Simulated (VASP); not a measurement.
# NaHF2 (R-3m) in VASP: notebook

The runs below take NaHF2 through single point, with PBEsol.

Everything below comes from runs of VASP 6.6.1. Logs are shortened: lines on timing, memory, paths and dates and some standing lists are left out, and cuts for length are marked.

**1. The cell of the first run**

Symmetry: R-3m, No. 166, trigonal system. Conventional cell: a = 3.461 Å, b = 3.461 Å, c = 13.663 Å, α = 90.00°, β = 90.00°, γ = 120.00°. Na (site symmetry -3m) has 6 F at 2.30 Å within 3.0 Å. Within 1.5 Å of H (site symmetry -3m) lie 2 F at 1.14 Å. F (site symmetry 3m) has 1 H at 1.14 Å within 1.5 Å.

**2. Single point, PBEsol**

Contents of INCAR:

```
PREC = Accurate
ENCUT = 520
EDIFF = 1E-6
ISMEAR = 0
SIGMA = 0.01
LREAL = F
LASPH = T
NELM = 60
ALGO = Normal
ISIF = 2
LWAVE = F
LCHARG = T
GGA = PS
LELF = T
LVHAR = T
NBANDS = 19
```

Contents of KPOINTS:

```
Automatic mesh
0
Gamma
  8 8 8
```

Contents of POSCAR:

```
NaHF2
1.0
    1.7303937192      0.9990432796      4.5544096630
   -1.7303937192      0.9990432796      4.5544096630
    0.0000000000     -1.9980865591      4.5544096630
Na H F
1 1 2
Direct
    0.0000000000      0.0000000000      0.0000000000
    0.5000000000      0.5000000000      0.5000000000
    0.4165262030      0.4165262030      0.4165262030
    0.5834737970      0.5834737970      0.5834737970
```

Potentials or basis: VASP PAW PBE potentials, release 64 (Na_pv, H, F).

Launch:

```sh
> cat potpaw_PBE.64/Na_pv/POTCAR potpaw_PBE.64/H/POTCAR potpaw_PBE.64/F/POTCAR > POTCAR
> mpirun -np 1 vasp_std > vasp.out
```

OUTCAR:

```text
PREC = Accurate
   ENCUT = 520
   EDIFF = 1E-6
   ISMEAR = 0
   LREAL = F
   LASPH = T
   NELM = 60
   ISIF = 2
   GGA = PS

 ion  position               nearest neighbor table
   1  0.000  0.000  0.000-   4 2.30   3 2.30   4 2.30   4 2.30   3 2.30   3 2.30
   2  0.500  0.500  0.500-   3 1.14   4 1.14
   3  0.417  0.417  0.417-   2 1.14   1 2.30   1 2.30   1 2.30
   4  0.583  0.583  0.583-   2 1.14   1 2.30   1 2.30   1 2.30

  LATTYP: Found a trigonal (rhomboedric) cell.
 ALAT       =     4.9734291265
 COS(alpha) =     0.7578926418

  Lattice vectors:

 A1 = (   1.7303937192,   0.9990432796,   4.5544096630)
 A2 = (  -1.7303937192,   0.9990432796,   4.5544096630)
 A3 = (   0.0000000000,  -1.9980865591,   4.5544096630)

Analysis of symmetry for initial positions (statically):
=====================================================================
 Subroutine PRICEL returns:
 Original cell was already a primitive cell.

 Routine SETGRP: Setting up the symmetry group for a
 trigonal (rhombohedral) supercell.

 Subroutine GETGRP returns: Found 12 space group operations
 (whereof 12 operations were pure point group operations)
 out of a pool of 12 trial point group operations.

The static configuration has the point symmetry D_3d.

Analysis of symmetry for dynamics (positions and initial velocities):
=====================================================================
 Subroutine PRICEL returns:
 Original cell was already a primitive cell.

 Routine SETGRP: Setting up the symmetry group for a
 trigonal (rhombohedral) supercell.

 Subroutine GETGRP returns: Found 12 space group operations
 (whereof 12 operations were pure point group operations)
 out of a pool of 12 trial point group operations.

The dynamic configuration has the point symmetry D_3d.

 Subroutine INISYM returns: Found 12 space group operations
 (whereof 12 operations are pure point group operations),
 and found     1 'primitive' translations

----------------------------------------------------------------------------------------

                                     Primitive cell

  volume of cell :      47.2403

  direct lattice vectors                    reciprocal lattice vectors
     1.730393719  0.999043280  4.554409663     0.288951580  0.166826273  0.073189142
    -1.730393719  0.999043280  4.554409663    -0.288951580  0.166826273  0.073189142
     0.000000000 -1.998086559  4.554409663     0.000000000 -0.333652546  0.073189142

  length of vectors
[... 83 lines left out ...]
   LASPH  =      T    aspherical Exc in radial PAW
   ENCUT  =  520.0 eV  38.22 Ry    6.18 a.u.   9.25  9.25  9.25*2*pi/ulx,y,z
   NELM   =     60;   NELMIN=  2; NELMDL= -5     # of ELM steps
   EDIFF  = 0.1E-05   stopping-criterion for ELM
   LREAL  =      F    real-space projection
   EDIFFG = 0.1E-04   stopping-criterion for IOM
   NSW    =      0    number of steps for IOM
   IBRION =     -1    ionic relax: 0-MD 1-quasi-New 2-CG
   NFREE  =      0    steps in history (QN), initial steepest desc. (CG)
   ISIF   =      2    stress and relaxation
   ISYM   =      2    0-nonsym 1-usesym 2-fastsym
   POTIM  = 0.5000    time-step for ionic-motion
   TEBEG  =    0.0;   TEEND  =   0.0 temperature during run
   PSTRESS=    0.0 pullay stress
   NELECT =      22.0000    total number of electrons
   NUPDOWN=      -1.0000    fix difference up-down
   EMIN   =  10.00;   EMAX   =-10.00  energy-range for DOS
   EFERMI =   0.00;   METHOD = LEGACY
   ISMEAR =     0;   SIGMA  =   0.01  broadening in eV -4-tet -1-fermi 0-gaus
   EFERMI_NEDOS =   21; number of points for ismear=-14 and -15
   IALGO  =     38    algorithm
   IMIX   =      4    mixing-type and parameters
     AMIX     =   0.40;   BMIX     =  1.00
     AMIX_MAG =   1.60;   BMIX_MAG =  1.00
  volume/ion in A,a.u.               =      11.81        79.70
  Fermi-wavevector in a.u.,A,eV,Ry     =   1.268951  2.397970 21.908601  1.610237
  Thomas-Fermi vector in A             =   2.402018
   LORBIT       =      0    0 simple, 1 ext, 2 COOP (PROOUT), +10 PAW based schemes
   GGA     = PS    functional components
   LHFCALC =     F    Hartree Fock is set to
   AEXX    =    0.0000 exact exchange contribution
   IVDW    =     0    specifies the selected vdW correction
   LEPSILON=     F    determine dielectric tensor
   LRPA    =     F    only Hartree local field effects (RPA)
 non-spin polarized calculation
 Gauss-broadening in eV      SIGMA  =   0.01
  energy-cutoff  :      520.00
  volume of cell :       47.24
 maximum number of plane-waves:      1291
 NGX is ok and might be reduce to    40
   NGX = 19   NGY = 19   NGZ = 19

 number of electron      22.0000002 magnetization

 Free energy of the ion-electron system (eV)
  ---------------------------------------------------
  ext. energy  EPLUGINS =         0.00000000
  ---------------------------------------------------
  free energy    TOTEN  =       -17.70075079 eV

  energy without entropy =      -17.70075079  energy(sigma->0) =      -17.70075079

 E-fermi :  -3.7872     XC(G=0):  -8.2426

 val. band max:       -3.8979884351   @ k =   0.5000   0.5000   0.5000
 cond. band min:       3.0284415565   @ k =   0.0000   0.0000   0.0000
 fundamental gap:      6.9264299916
 Fermi energy:        -3.7871802558

 k-point     1 :       0.0000    0.0000    0.0000
  band No.  band energies     occupation
      1     -24.3117      2.00000
      2     -23.2092      2.00000
      3     -22.1202      2.00000
      4     -22.1202      2.00000
      5     -21.9150      2.00000
      6      -8.8622      2.00000
[... 505 lines left out ...]
      6      -8.5603      2.00000
[... 11 lines left out ...]
     18      15.4546      0.00000
     19      16.2874      0.00000

 [... further k-points ...]
[... 5 lines left out ...]
  --------------------------------------------------------------------------------------
  -------------------------------------------------------------------------------------
  Total        0.0734276      0.0734276      0.3362645      0.0000000      0.0000000     -0.0000000
  in kB        2.4903331      2.4903331     11.4045719      0.0000000      0.0000000     -0.0000000
  external PRESSURE =       5.4617460 kB  Pullay stress =       0.0000000 kB

 VOLUME and BASIS-vectors are now :
 -----------------------------------------------------------------------------
  energy-cutoff  :      520.00
  volume of cell :       47.24
      direct lattice vectors                 reciprocal lattice vectors
     1.730393719  0.999043280  4.554409663     0.288951580  0.166826273  0.073189142
    -1.730393719  0.999043280  4.554409663    -0.288951580  0.166826273  0.073189142
     0.000000000 -1.998086559  4.554409663     0.000000000 -0.333652546  0.073189142

 POSITION                                       TOTAL-FORCE (eV/Angst)
 -----------------------------------------------------------------------------------
      0.00000      0.00000      0.00000         0.000000     -0.000000      0.000000
      0.00000      0.00000      6.83161        -0.000000     -0.000000      0.000000
      0.00000      0.00000      5.69109         0.000000     -0.000000     -0.055347
      0.00000      0.00000      7.97214         0.000000      0.000000      0.055347
 -----------------------------------------------------------------------------------
    total drift:                                0.000000      0.000000     -0.000000

  FREE ENERGIE OF THE ION-ELECTRON SYSTEM (eV)
  ---------------------------------------------------
  free  energy   TOTEN  =       -17.7007507862 eV

  energy  without entropy=      -17.7007507862  energy(sigma->0) =      -17.70075079
```

stdout:

```text
POSCAR found type information on POSCAR NaH F
 POSCAR found :  3 types and       4 ions
 scaLAPACK will be used
 -----------------------------------------------------------------------------
|                                                                             |
|                                                                             |
|     You enforced a specific xc type in the INCAR file but a different       |
|     I HOPE YOU KNOW WHAT YOU ARE DOING!                                     |
|                                                                             |
 -----------------------------------------------------------------------------

 LDA part: xc-table for (Slater+PW92), standard interpolation
 POSCAR, INCAR and KPOINTS ok, starting setup
 FFT: planning ... GRIDC
 FFT: planning ... GRID_SOFT
 FFT: planning ... GRID
 WAVECAR not read
 entering main loop
```

Run time: 48 s. Hardware: 1 thread of Intel Xeon 6975P-C (Granite Rapids), shared host; peak memory 0.24 GiB.

What came out:

- Free energy: -17.7008 eV
- Pressure: 0.5 GPa
- Largest force: 0.055 eV/Å
- Band gap on the k mesh: 6.93 eV, indirect (least direct gap 7.09 eV)

Forces on the atoms (eV/Å):
```
Na   0.000  0.000  0.000
H    0.000  0.000  0.000
F    0.000  0.000 -0.055
F    0.000  0.000  0.055
```

Caveat: the PAW data sets were made with another functional, which shifts forces and pressure a little.

**3. Single point, PBEsol**

This run uses another cell than the first one, of 11.99 Å³/atom, 1.015 times its volume.

Contents of INCAR:

```
SYSTEM = NaHF2
ALGO = Normal
EDIFF = 1E-6
ENCUT = 520
GGA = PS
ISIF = 2
ISMEAR = 0
LASPH = .TRUE.
LCHARG = .FALSE.
LREAL = .FALSE.
LWAVE = .FALSE.
NBANDS = 19
NELM = 100
PREC = Accurate
SIGMA = 0.01
```

Contents of KPOINTS:

```
k-points
0
G
  8 8 8
  0 0 0
```

Contents of POSCAR:

```
NaHF2
1.0
    1.7390891650      1.0040635975      4.5772961437
   -1.7390891650      1.0040635975      4.5772961437
    0.0000000000     -2.0081271951      4.5772961437
Na H F
1 1 2
Direct
    0.0000000000      0.0000000000      0.0000000000
    0.5000000000      0.5000000000      0.5000000000
    0.4168324837      0.4168324837      0.4168324837
    0.5831675163      0.5831675163      0.5831675163
```

Potentials or basis: VASP PAW PBE potentials, release 64 (Na_pv, H, F).

Launch:

```sh
> cat potpaw_PBE.64/Na_pv/POTCAR potpaw_PBE.64/H/POTCAR potpaw_PBE.64/F/POTCAR > POTCAR
> mpirun -np 1 vasp_std > vasp.out
```

OUTCAR:

```text
SYSTEM = NaHF2
   EDIFF = 1E-6
   ENCUT = 520
   GGA = PS
   ISIF = 2
   ISMEAR = 0
   LASPH = .TRUE.
   LREAL = .FALSE.
   NELM = 100
   PREC = Accurate

 ion  position               nearest neighbor table
   1  0.000  0.000  0.000-   4 2.31   3 2.31   4 2.31   4 2.31   3 2.31   3 2.31
   2  0.500  0.500  0.500-   3 1.14   4 1.14
   3  0.417  0.417  0.417-   2 1.14   1 2.31   1 2.31   1 2.31
   4  0.583  0.583  0.583-   2 1.14   1 2.31   1 2.31   1 2.31

  LATTYP: Found a trigonal (rhomboedric) cell.
[... 728 lines left out ...]
  Direction    XX          YY          ZZ          XY          YZ          ZX
  --------------------------------------------------------------------------------------
  -------------------------------------------------------------------------------------
  Total       -0.0675060     -0.0675060      0.1175374      0.0000000     -0.0000000      0.0000000
  in kB       -2.2553288     -2.2553288      3.9268404      0.0000000     -0.0000000      0.0000000
  external PRESSURE =      -0.1946057 kB  Pullay stress =       0.0000000 kB

 VOLUME and BASIS-vectors are now :
 -----------------------------------------------------------------------------
  energy-cutoff  :      520.00
  volume of cell :       47.96
      direct lattice vectors                 reciprocal lattice vectors
     1.739089165  1.004063598  4.577296144     0.287506823  0.165992141  0.072823196
    -1.739089165  1.004063598  4.577296144    -0.287506823  0.165992141  0.072823196
     0.000000000 -2.008127195  4.577296144     0.000000000 -0.331984283  0.072823196

 POSITION                                       TOTAL-FORCE (eV/Angst)
 -----------------------------------------------------------------------------------
      0.00000      0.00000      0.00000        -0.000000     -0.000000      0.000000
      0.00000     -0.00000      6.86594         0.000000      0.000000      0.000000
      0.00000     -0.00000      5.72390        -0.000000      0.000000     -0.062763
      0.00000     -0.00000      8.00799        -0.000000     -0.000000      0.062763
 -----------------------------------------------------------------------------------
    total drift:                               -0.000000      0.000000     -0.000000

  FREE ENERGIE OF THE ION-ELECTRON SYSTEM (eV)
  ---------------------------------------------------
  free  energy   TOTEN  =       -17.7029208904 eV

  energy  without entropy=      -17.7029208904  energy(sigma->0) =      -17.70292089
```

stdout:

```text
POSCAR found type information on POSCAR NaH F
 POSCAR found :  3 types and       4 ions
 scaLAPACK will be used
 -----------------------------------------------------------------------------
|                                                                             |
|                                                                             |
|     You enforced a specific xc type in the INCAR file but a different       |
|     I HOPE YOU KNOW WHAT YOU ARE DOING!                                     |
|                                                                             |
 -----------------------------------------------------------------------------

 LDA part: xc-table for (Slater+PW92), standard interpolation
 POSCAR, INCAR and KPOINTS ok, starting setup
 FFT: planning ... GRIDC
 FFT: planning ... GRID_SOFT
 FFT: planning ... GRID
 WAVECAR not read
 entering main loop
```

Wall time 42 s (1 thread of Intel Xeon 6975P-C (Granite Rapids), shared host); peak memory 0.25 GiB.

Results:

```yaml
Free_energy: -17.7029 eV
Pressure: 0.0 GPa
Largest_force: 0.063 eV/Å
Band_gap_on_the_k_mesh: 6.88 eV, indirect (least direct gap 7.05 eV)
```

Forces on the atoms (eV/Å):
```
Na   0.000  0.000  0.000
H    0.000  0.000  0.000
F    0.000  0.000 -0.063
F    0.000  0.000  0.063
```

Levels at points of the mesh, in eV from the valence-band top:
```
           k point  band 9  band 10  band 11  band 12  band 13  band 14
(0.00, 0.00, 0.00)   -0.24    -0.24    -0.17     6.88    13.21    14.46
(0.50, 0.00, 0.00)   -0.51    -0.36    -0.33    11.02    11.76    15.21
(0.50, 0.50, 0.00)   -0.81    -0.54    -0.12    11.92    12.09    13.62
(0.50, 0.50, 0.50)   -0.72     0.00     0.00     8.64     9.80    16.18
```

Caveat: the PAW data sets were made with another functional, which shifts forces and pressure a little. PBEsol gaps usually lie below the measured ones, often by a third to a half.

**4. Single point, PBEsol**

This run uses another cell than the first one, of 11.99 Å³/atom, 1.015 times its volume.

Contents of INCAR:

```
PREC = Accurate ; ENCUT = 520
EDIFF = 1E-6 ; ISMEAR = 0
SIGMA = 0.01 ; LREAL = False
LASPH = True ; NELM = 100
ALGO = Normal ; ISIF = 2
LWAVE = False ; LCHARG = True
GGA = PS ; LELF = True
LVHAR = True ; NBANDS = 19
```

Contents of KPOINTS:

```
regular mesh
0
Gamma
  8 8 8
```

POSCAR is that of step 3.

Launch:

```sh
> cat potpaw_PBE.64/Na_pv/POTCAR potpaw_PBE.64/H/POTCAR potpaw_PBE.64/F/POTCAR > POTCAR
> mpirun -np 1 vasp_std > vasp.out
```

Run time: 48 s. Hardware: 1 thread of Intel Xeon 6975P-C (Granite Rapids), shared host; peak memory 0.24 GiB.

The run converged. Its results:

| Property | Result |
| --- | --- |
| Free energy | -17.7029 eV |
| Pressure | 0.0 GPa |
| Largest force | 0.063 eV/Å |
| Band gap on the k mesh | 6.88 eV, indirect (least direct gap 7.05 eV) |

Forces on the atoms (eV/Å):
```
Na   0.000  0.000  0.000
H    0.000  0.000  0.000
F    0.000  0.000 -0.063
F    0.000  0.000  0.063
```

Stress tensor (GPa, compression positive):
```
-0.23  0.00  0.00
 0.00 -0.23  0.00
 0.00  0.00  0.39
```

Levels at points of the mesh, in eV from the valence-band top:
| k point | band 9 | band 10 | band 11 | band 12 | band 13 | band 14 |
| --- | --- | --- | --- | --- | --- | --- |
| (0.00, 0.00, 0.00) | -0.24 | -0.24 | -0.17 | 6.88 | 13.21 | 14.46 |
| (0.50, 0.00, 0.00) | -0.51 | -0.36 | -0.33 | 11.02 | 11.76 | 15.21 |
| (0.50, 0.50, 0.00) | -0.81 | -0.54 | -0.12 | 11.92 | 12.09 | 13.62 |
| (0.50, 0.50, 0.50) | -0.72 | 0.00 | 0.00 | 8.64 | 9.80 | 16.18 |

Caveat: the PAW data sets were made with another functional, which shifts forces and pressure a little. A k mesh can miss the band edges.
